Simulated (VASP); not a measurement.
Wanted: the native input for a VASP 6.6.1 run.

```
Task                   : single point
Functional             : r2SCAN
Potentials or basis    : VASP PAW PBE potentials, release 64 (Ag, I)
Cutoff                 : 550 eV
k mesh                 : 6 × 6 × 4
Occupations            : gaussian, width 0.01 eV
Spin                   : no spin polarisation
Dipole correction      : no
Further INCAR settings : ALGO = Normal; EDIFF = 1e-06; NBANDS = 26
```

Crystal: AgI.

```xyz
4
Lattice="4.6507 0.0000 0.0000 -2.3254 4.0277 0.0000 0.0000 0.0000 7.5997" Properties=species:S:1:pos:R:3 pbc="T T T"
Ag    2.3254    1.3426    4.7690
Ag    0.0000    2.6851    0.9691
I     2.3254    1.3426    0.0188
I     0.0000    2.6851    3.8187
```

The input as run:

POSCAR

```
AgI
1.0
    4.6507421231      0.0000000000      0.0000000000
   -2.3253710616      4.0276608251      0.0000000000
    0.0000000000      0.0000000000      7.5997163055
Ag I
2 2
Direct
    0.6666666667      0.3333333333      0.6275238171
    0.3333333333      0.6666666667      0.1275238171
    0.6666666667      0.3333333333      0.0024761829
    0.3333333333      0.6666666667      0.5024761829
```

INCAR.step1

```
PREC = Accurate ; ENCUT = 550
ISMEAR = 0 ; SIGMA = 0.01
LREAL = False ; LASPH = True
NELM = 120 ; NBANDS = 26
GGA = PE ; ALGO = Normal
EDIFF = 1E-5 ; LWAVE = True
LCHARG = False ; GGA_COMPAT = False
```

INCAR.step2

```
PREC = Accurate ; ENCUT = 550
EDIFF = 1E-6 ; ISMEAR = 0
SIGMA = 0.01 ; LREAL = False
LASPH = True ; NELM = 120
ALGO = Normal ; ISIF = 2
LWAVE = False ; LCHARG = False
METAGGA = R2SCAN ; LMIXTAU = True
NBANDS = 26 ; ISTART = 1
GGA_COMPAT = False
```

KPOINTS

```
regular mesh
0
Gamma
  6 6 4
```

Potentials or basis: VASP PAW PBE potentials, release 64 (Ag, I).

Command:

```bash
$ cat potpaw_PBE.64/Ag/POTCAR potpaw_PBE.64/I/POTCAR > POTCAR
$ cp INCAR.step1 INCAR
$ mpirun -np 1 vasp_std > vasp.out
$ cp INCAR.step2 INCAR
$ mpirun -np 1 vasp_std > vasp.out
```

Results of the run:

```yaml
Pressure: -0.1 GPa
Band_gap_on_the_k_mesh: 1.83 eV
```

Caveat: the PAW data sets were made with another functional, which shifts forces and pressure a little; spin-orbit coupling is left out, which moves the levels of the heavy elements.

It took 2.2 min on 1 thread of Intel(R) Xeon(R) 6975P-C (Granite Rapids), on a shared host, peak memory 0.33 GiB.
